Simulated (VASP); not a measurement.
# Si (P6_3/mmc) in VASP: further runs, part 2 of 2

VASP 6.6.1.

### Step 3. Single point, r2SCAN (strain +0.040 along x and y, +0.040 along z)

POSCAR reads:

```
Si
1.0
    3.9851846937      0.0000000000      0.0000000000
   -1.9925923469      3.4512711835      0.0000000000
    0.0000000000      0.0000000000      6.5954927222
Si
4
Direct
    0.3333333333      0.6666666667      0.0630908785
    0.6666666667      0.3333333333      0.5630908785
    0.3333333333      0.6666666667      0.4369091215
    0.6666666667      0.3333333333      0.9369091215
```

INCAR.step1 reads:

```
SYSTEM = Si
ALGO = Normal
EDIFF = 1E-4
ENCUT = 520
GGA = PE
ISMEAR = 0
LASPH = .TRUE.
LCHARG = .FALSE.
LREAL = .FALSE.
LWAVE = .TRUE.
NBANDS = 16
NELM = 60
PREC = Accurate
SIGMA = 0.05
```

INCAR.step2 reads:

```
SYSTEM = Si
ALGO = Normal
EDIFF = 1E-6
ENCUT = 520
ISIF = 2
ISMEAR = 0
ISTART = 1
LASPH = .TRUE.
LCHARG = .FALSE.
LMIXTAU = .TRUE.
LREAL = .FALSE.
LWAVE = .FALSE.
METAGGA = R2SCAN
NBANDS = 16
NELM = 60
PREC = Accurate
SIGMA = 0.05
```

KPOINTS reads:

```
k-points
0
G
  12 12 4
  0 0 0
```

Potentials or basis: VASP PAW PBE potentials, release 64 (Si).

Run with:

```bash
$ cat potpaw_PBE.64/Si/POTCAR > POTCAR
$ cp INCAR.step1 INCAR
$ mpirun -np 1 vasp_std > vasp.out
$ cp INCAR.step2 INCAR
$ mpirun -np 1 vasp_std > vasp.out
```

OUTCAR:

```text
SYSTEM = Si
   EDIFF = 1E-6
   ENCUT = 520
   ISIF = 2
   ISMEAR = 0
   ISTART = 1
   LASPH = .TRUE.
   LREAL = .FALSE.
   METAGGA = R2SCAN
   NELM = 60
   PREC = Accurate

 ion  position               nearest neighbor table
   1  0.333  0.667  0.063-   4 2.45   4 2.45   4 2.45   3 2.47
   2  0.667  0.333  0.563-   3 2.45   3 2.45   3 2.45   4 2.47
   3  0.333  0.667  0.437-   2 2.45   2 2.45   2 2.45   1 2.47
   4  0.667  0.333  0.937-   1 2.45   1 2.45   1 2.45   2 2.47

  LATTYP: Found a hexagonal cell.
 ALAT       =     3.9851846937
 C/A-ratio  =     1.6550030247

  Lattice vectors:

 A1 = (   3.9851846937,   0.0000000000,   0.0000000000)
 A2 = (  -1.9925923469,   3.4512711835,   0.0000000000)
 A3 = (   0.0000000000,   0.0000000000,   6.5954927222)

Analysis of symmetry for initial positions (statically):
=====================================================================
 Subroutine PRICEL returns:
 Original cell was already a primitive cell.

 Routine SETGRP: Setting up the symmetry group for a
 hexagonal supercell.

 Subroutine GETGRP returns: Found 24 space group operations
 (whereof 12 operations were pure point group operations)
 out of a pool of 24 trial point group operations.

The static configuration has the point symmetry D_3d.
 The point group associated with its full space group is D_6h.

Analysis of symmetry for dynamics (positions and initial velocities):
=====================================================================
 Subroutine PRICEL returns:
 Original cell was already a primitive cell.

 Routine SETGRP: Setting up the symmetry group for a
 hexagonal supercell.

 Subroutine GETGRP returns: Found 24 space group operations
 (whereof 12 operations were pure point group operations)
 out of a pool of 24 trial point group operations.

The dynamic configuration has the point symmetry D_3d.
 The point group associated with its full space group is D_6h.

[... 124 lines left out ...]
  Fermi-wavevector in a.u.,A,eV,Ry     =   0.918100  1.734957 11.468450  0.842907
  Thomas-Fermi vector in A             =   2.043143
   LORBIT       =      0    0 simple, 1 ext, 2 COOP (PROOUT), +10 PAW based schemes
   METAGGA = R2SCAN    functional components
   LHFCALC =     F    Hartree Fock is set to
   AEXX    =    0.0000 exact exchange contribution
   IVDW    =     0    specifies the selected vdW correction
   LEPSILON=     F    determine dielectric tensor
   LRPA    =     F    only Hartree local field effects (RPA)
 non-spin polarized calculation
 Gauss-broadening in eV      SIGMA  =   0.05
  energy-cutoff  :      520.00
  volume of cell :       90.71
 maximum number of plane-waves:      2472
 NGX is ok and might be reduce to    30
   NGX = 15   NGY = 15   NGZ = 25

 number of electron      15.9999998 magnetization

 Free energy of the ion-electron system (eV)
  ---------------------------------------------------
  ext. energy  EPLUGINS =         0.00000000
  ---------------------------------------------------
  free energy    TOTEN  =       -34.72811821 eV

  energy without entropy =      -34.72811821  energy(sigma->0) =      -34.72811821

 E-fermi :   4.9771     XC(G=0):  -9.3619

 val. band max:        4.7544504024   @ k =   0.0000   0.0000   0.0000
 cond. band min:       5.5861933003   @ k =   0.5000   0.0000   0.0000
 fundamental gap:      0.8317428980
 Fermi energy:         4.9770677152

 k-point     1 :       0.0000    0.0000    0.0000
  band No.  band energies     occupation
      1      -7.1589      2.00000
      2      -5.0534      2.00000
      3      -2.1830      2.00000
      4       3.3330      2.00000
      5       3.3330      2.00000
      6       4.4413      2.00000
[... 433 lines left out ...]
      3      -1.9385      2.00000
      4      -0.1910      2.00000
      5       0.8166      2.00000
      6       2.3129      2.00000
[... 8 lines left out ...]
     15      11.7926      0.00000
     16      12.0606      0.00000

 [... further k-points ...]

------------------------ aborting loop because EDIFF is reached ----------------------------------------

  FORCE on cell =-STRESS in cart. coord.  units (eV):
  Direction    XX          YY          ZZ          XY          YZ          ZX
  --------------------------------------------------------------------------------------
  -------------------------------------------------------------------------------------
  Total       -5.0802026     -5.0802026     -5.1651307      0.0000000      0.0000000      0.0000000
  in kB      -89.7256953    -89.7256953    -91.2256805      0.0000000      0.0000000      0.0000000
  external PRESSURE =     -90.2256904 kB  Pullay stress =       0.0000000 kB

 VOLUME and BASIS-vectors are now :
 -----------------------------------------------------------------------------
  energy-cutoff  :      520.00
  volume of cell :       90.71
      direct lattice vectors                 reciprocal lattice vectors
     3.985184694  0.000000000  0.000000000     0.250929399  0.144874156  0.000000000
    -1.992592347  3.451271183  0.000000000     0.000000000  0.289748312  0.000000000
     0.000000000  0.000000000  6.595492722     0.000000000  0.000000000  0.151618695

 POSITION                                       TOTAL-FORCE (eV/Angst)
 -----------------------------------------------------------------------------------
     -0.00000      2.30085      0.41612        -0.000000      0.000000     -0.050643
      1.99259      1.15042      3.71386         0.000000     -0.000000     -0.050643
     -0.00000      2.30085      2.88163        -0.000000      0.000000      0.050643
      1.99259      1.15042      6.17938         0.000000     -0.000000      0.050643
 -----------------------------------------------------------------------------------
    total drift:                               -0.000000      0.000000     -0.000000

  FREE ENERGIE OF THE ION-ELECTRON SYSTEM (eV)
  ---------------------------------------------------
  free  energy   TOTEN  =       -34.7281182141 eV

  energy  without entropy=      -34.7281182141  energy(sigma->0) =      -34.72811821
```

OUTCAR.step1:

```text
SYSTEM = Si
   EDIFF = 1E-4
   ENCUT = 520
   GGA = PE
   ISMEAR = 0
   LASPH = .TRUE.
   LREAL = .FALSE.
   NELM = 60
[... 686 lines left out ...]
      1.99259      1.15042      3.71386        -0.000000     -0.000000     -0.049970
     -0.00000      2.30085      2.88163         0.000000      0.000000      0.049970
      1.99259      1.15042      6.17938         0.000000      0.000000      0.049970
 -----------------------------------------------------------------------------------
    total drift:                               -0.000000      0.000000     -0.000000

  FREE ENERGIE OF THE ION-ELECTRON SYSTEM (eV)
  ---------------------------------------------------
  free  energy   TOTEN  =       -21.4276330648 eV

  energy  without entropy=      -21.4276330648  energy(sigma->0) =      -21.42763306
```

Run time: 2.5 min. Hardware: 1 thread of Intel Xeon 6975P-C (Granite Rapids), shared host; peak memory 0.23 GiB.

Results:

```
Free energy            : -34.7281 eV
Pressure               : -9.0 GPa
Largest force          : 0.051 eV/Å
Band gap on the k mesh : 0.83 eV (least direct gap 1.03 eV)
```

Forces in eV/Å, atoms in the order of the input:
```
Si   0.000  0.000 -0.051
Si   0.000  0.000 -0.051
Si   0.000  0.000  0.051
Si   0.000  0.000  0.051
```

Caveat: the cell differs from its parent crystal (strain +0.040 along x and y, +0.040 along z); the cell stands under tension; the PAW data sets were made with another functional, which shifts forces and pressure a little.

### Step 4. Single point, r2SCAN (strain +0.080 along x and y, +0.000 along z)

POSCAR reads:

```
Si
1.0
    4.1384610280      0.0000000000      0.0000000000
   -2.0692305140      3.5840123828      0.0000000000
    0.0000000000      0.0000000000      6.3418199252
Si
4
Direct
    0.3333333333      0.6666666667      0.0630908785
    0.6666666667      0.3333333333      0.5630908785
    0.3333333333      0.6666666667      0.4369091215
    0.6666666667      0.3333333333      0.9369091215
```

INCAR.step1 reads:

```
SYSTEM = Si
PREC = Accurate
ENCUT = 520
ISMEAR = 0
SIGMA = 0.05
LREAL = .False.
LASPH = .True.
NELM = 100
NBANDS = 16
GGA = PE
ALGO = Normal
EDIFF = 1E-4
LWAVE = .True.
LCHARG = .False.
```

INCAR.step2 reads:

```
SYSTEM = Si
PREC = Accurate
ENCUT = 520
EDIFF = 1E-6
ISMEAR = 0
SIGMA = 0.05
LREAL = .False.
LASPH = .True.
NELM = 100
ALGO = Normal
ISIF = 2
LWAVE = .False.
LCHARG = .False.
METAGGA = R2SCAN
LMIXTAU = .True.
NBANDS = 16
ISTART = 1
```

KPOINTS reads:

```
regular mesh
0
Gamma
  12 12 4
  0 0 0
```

Potentials or basis: VASP PAW PBE potentials, release 64 (Si).

Run with:

```bash
$ cat potpaw_PBE.64/Si/POTCAR > POTCAR
$ cp INCAR.step1 INCAR
$ mpirun -np 1 vasp_std > vasp.out
$ cp INCAR.step2 INCAR
$ mpirun -np 1 vasp_std > vasp.out
```

OUTCAR:

```text
SYSTEM = Si
   PREC = Accurate
   ENCUT = 520
   EDIFF = 1E-6
   ISMEAR = 0
   LREAL = .False.
   LASPH = .True.
   NELM = 100
   ISIF = 2
   METAGGA = R2SCAN
   ISTART = 1

 ion  position               nearest neighbor table
   1  0.333  0.667  0.063-   3 2.37   4 2.52   4 2.52   4 2.52
   2  0.667  0.333  0.563-   4 2.37   3 2.52   3 2.52   3 2.52
   3  0.333  0.667  0.437-   1 2.37   2 2.52   2 2.52   2 2.52
   4  0.667  0.333  0.937-   2 2.37   1 2.52   1 2.52   1 2.52

  LATTYP: Found a hexagonal cell.
 ALAT       =     4.1384610280
[... 658 lines left out ...]
  --------------------------------------------------------------------------------------
  -------------------------------------------------------------------------------------
  Total       -8.4449018     -8.4449018     -0.9959849      0.0000000      0.0000000      0.0000000
  in kB     -143.8410712   -143.8410712    -16.9645003      0.0000000      0.0000000      0.0000000
  external PRESSURE =    -101.5488809 kB  Pullay stress =       0.0000000 kB

 VOLUME and BASIS-vectors are now :
 -----------------------------------------------------------------------------
  energy-cutoff  :      520.00
  volume of cell :       94.06
      direct lattice vectors                 reciprocal lattice vectors
     4.138461028  0.000000000  0.000000000     0.241635718  0.139508447  0.000000000
    -2.069230514  3.584012383  0.000000000     0.000000000  0.279016893  0.000000000
     0.000000000  0.000000000  6.341819925     0.000000000  0.000000000  0.157683443

 POSITION                                       TOTAL-FORCE (eV/Angst)
 -----------------------------------------------------------------------------------
     -0.00000      2.38934      0.40011        -0.000000      0.000000     -0.537305
      2.06923      1.19467      3.57102         0.000000     -0.000000     -0.537305
     -0.00000      2.38934      2.77080        -0.000000      0.000000      0.537305
      2.06923      1.19467      5.94171         0.000000     -0.000000      0.537305
 -----------------------------------------------------------------------------------
    total drift:                               -0.000000      0.000000     -0.000000

  FREE ENERGIE OF THE ION-ELECTRON SYSTEM (eV)
  ---------------------------------------------------
  free  energy   TOTEN  =       -34.3377598165 eV

  energy  without entropy=      -34.3377202063  energy(sigma->0) =      -34.33774001
```

OUTCAR.step1:

```text
SYSTEM = Si
   PREC = Accurate
   ENCUT = 520
   ISMEAR = 0
   LREAL = .False.
   LASPH = .True.
   NELM = 100
[... 687 lines left out ...]
      2.06923      1.19467      3.57102        -0.000000      0.000000     -0.569857
     -0.00000      2.38934      2.77080         0.000000     -0.000000      0.569857
      2.06923      1.19467      5.94171        -0.000000     -0.000000      0.569857
 -----------------------------------------------------------------------------------
    total drift:                               -0.000000      0.000000     -0.000000

  FREE ENERGIE OF THE ION-ELECTRON SYSTEM (eV)
  ---------------------------------------------------
  free  energy   TOTEN  =       -21.0845837972 eV

  energy  without entropy=      -21.0844837097  energy(sigma->0) =      -21.08453375
```

Wall time 1.7 min (1 thread of Intel Xeon 6975P-C (Granite Rapids), shared host); peak memory 0.24 GiB.

Results:

```
Free energy            : -34.3378 eV
Pressure               : -10.2 GPa
Largest force          : 0.537 eV/Å
Band gap on the k mesh : 0.11 eV
```

Forces in eV/Å, atoms in the order of the input:
```
Si   0.000  0.000 -0.537
Si   0.000  0.000 -0.537
Si   0.000  0.000  0.537
Si   0.000  0.000  0.537
```

Stress tensor (GPa, compression positive):
```
-14.38   0.00   0.00
  0.00 -14.38   0.00
  0.00   0.00  -1.70
```

Caveat: the cell differs from its parent crystal (strain +0.080 along x and y, +0.000 along z); the stress differs along the axes, from -14 to -2 GPa; the PAW data sets were made with another functional, which shifts forces and pressure a little. A k mesh can miss the band edges.

### Step 5. The runs side by side

```tsv
cell	gap on the mesh (eV)	pressure (GPa)	largest force (eV/Å)
a = 4.138, b = 4.138, c = 6.088 Å, angles 90.0, 90.0, 120.0°, 4 atoms	none	-7.0	1.14
a = 3.985, b = 3.985, c = 6.595 Å, angles 90.0, 90.0, 120.0°, 4 atoms	0.83	-9.0	0.05
a = 4.138, b = 4.138, c = 6.342 Å, angles 90.0, 90.0, 120.0°, 4 atoms	0.11	-10.2	0.54
```

Alike in all rows: task single point; level r2SCAN; potentials or basis VASP PAW PBE potentials, release 64 (Si); no spin polarisation; k mesh 12 × 12 × 4; cutoff (eV) 520; smearing gaussian 0.05 eV.

Caveats: the PAW data sets were made with another functional, which shifts forces and pressure a little; the stress differs along the axes, from -15 to 9 GPa (at least some runs); semilocal functionals underestimate gaps, and a narrow one can read as zero (at least some runs); the cell stands under tension (at least some runs); the stress differs along the axes, from -14 to -2 GPa (at least some runs).

Total energies depend on the potentials used, so only differences within one code and one set of settings carry meaning.

The gap in the log of VASP goes by the Fermi energy; the results here count the filled bands.